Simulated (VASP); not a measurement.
Runs of VASP 6.6.1 on BiB. The structure is cubic, space group F-43m (No. 216). Conventional cell: a = 5.490 Å, b = 5.490 Å, c = 5.490 Å, α = 90.00°, β = 90.00°, γ = 90.00°. Within 3.1 Å of B (site symmetry -43m) lie 4 Bi at 2.38 Å. Bi (site symmetry -43m) has 4 B at 2.38 Å within 3.1 Å. 

```tsv
level	spin	k mesh	smearing	grid for exact exchange (PRECFOCK)	share of exact exchange	screening parameter	gap on the mesh (eV)	pressure (GPa)
PBE	non-collinear, zero start, SOC	6 × 6 × 6	fermi-dirac 0.02 eV	-	-	-	-	1.3
HSE06	off	4 × 4 × 4	gaussian 0.01 eV	Normal	0.25	0.2079 1/Å	0.99	(a)
r2SCAN	off	6 × 6 × 6	gaussian 0.01 eV	-	-	-	0.40	-0.2
PBE	off	6 × 6 × 6	gaussian 0.01 eV	-	-	-	0.28	(b)
```

Alike in all rows: task single point; potentials or basis VASP PAW PBE potentials, release 64 (B, Bi_d); cell as given; cutoff (eV) 520.

Problem. Fill in the values left out.

Solution. (a) -1.9; (b) 1.1.

Caveats: some runs use coarse meshes; the structure was generated, so it needn't be the stable form of BiB; spin-orbit coupling is left out, which moves the levels of the heavy elements (at least some runs); the PAW data sets were made with another functional, which shifts forces and pressure a little (at least some runs).

A k mesh can miss the band edges, and rows without SOC leave out spin-orbit coupling on Bi.
